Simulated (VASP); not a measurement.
Set up this calculation in VASP 6.6.1, as the native input.

```yaml
Task: single point
Functional: PBE
Potentials_or_basis: VASP PAW PBE potentials, release 64 (Ti_sv, O_h)
Cutoff: 1000 eV
k_mesh: 1 × 1 × 1
Occupations: fermi-dirac, width 0.01 eV
Spin: no spin polarisation
Dipole_correction: no
Further_INCAR_settings: LREAL = Auto; ALGO = Normal; EDIFF = 1e-06; NBANDS = 117
```

The structure of Ti8O17 (a cell with a defect) lies in POSCAR:

```
Ti8O17
1.0
    4.6435389800      4.6435389800      0.0000000000
   -4.6435389800      4.6435389800      0.0000000000
    0.0000000000      0.0000000000      5.9273749100
Ti O
8 17
Direct
    0.0108424894      0.4869580371     -0.0323575171
    0.4958676074     -0.0010165481     -0.0317495908
    0.0067095638     -0.0008439233      0.2239113787
    0.5165171334      0.4962054884      0.2213183750
    0.0135190506      0.5033374890      0.4674172456
    0.5117053259      0.0025134674      0.4707583342
   -0.0047286715      0.0139245002      0.7100085798
    0.5126611580      0.4980396846      0.7186601302
    0.2298850058      0.4768248357      0.2928452246
    0.7149009299     -0.0000442166      0.2741443696
    0.0108240767      0.1973954115      0.0139126608
    0.5076274687      0.7072290991      0.0261316506
   -0.0797587143      0.8068488165     -0.0276875003
    0.5107076577      0.2941421871      0.0221774629
    0.3029669086      0.0156990263      0.2814926942
    0.8133391205      0.5055024194      0.2605573312
    0.2177175699      0.4910183184      0.7714223064
    0.7014888512      0.0146212852      0.7671511207
   -0.0015565028      0.2034197799      0.4958853253
    0.5130223341      0.7076192847      0.5282860549
    0.0064193648      0.7941861405      0.5305629516
    0.5197087030      0.2963929673      0.5188313960
    0.2916087511      0.0053388494      0.7718263326
    0.8083949301      0.4832656937      0.7658838788
    0.1121317804      0.7574403534      0.0832934548
```

One way to write it, as run:

INCAR

```
ALGO = Normal ; EDIFF = 1E-6
ENCUT = 1000 ; GGA = PE
GGA_COMPAT = False ; ISIF = 2
ISMEAR = -1 ; LASPH = True
LCHARG = True ; LELF = True
LREAL = Auto ; LVHAR = True
LWAVE = False ; NBANDS = 117
NELM = 120 ; PREC = Accurate
SIGMA = 0.01
```

KPOINTS

```
k-points
0
Gamma
  1 1 1
```

Potentials or basis: VASP PAW PBE potentials, release 64 (Ti_sv, O_h).

The run is started by

```sh
$ cat potpaw_PBE.64/Ti_sv/POTCAR potpaw_PBE.64/O_h/POTCAR > POTCAR
$ mpirun -np 1 vasp_gam > vasp.out
```

It gave:

The pressure is 12.1 GPa. The largest force is 0.112 eV/Å.

Caveat: the k points lie up to 1.06 Å⁻¹ apart, too coarse for converged energies, forces and pressures.

Wall time 4 min on 1 thread of Intel(R) Xeon(R) Platinum 8259CL CPU @ 2.50GHz (Skylake/Cascade Lake), with other jobs on the host, peak memory 0.59 GiB.
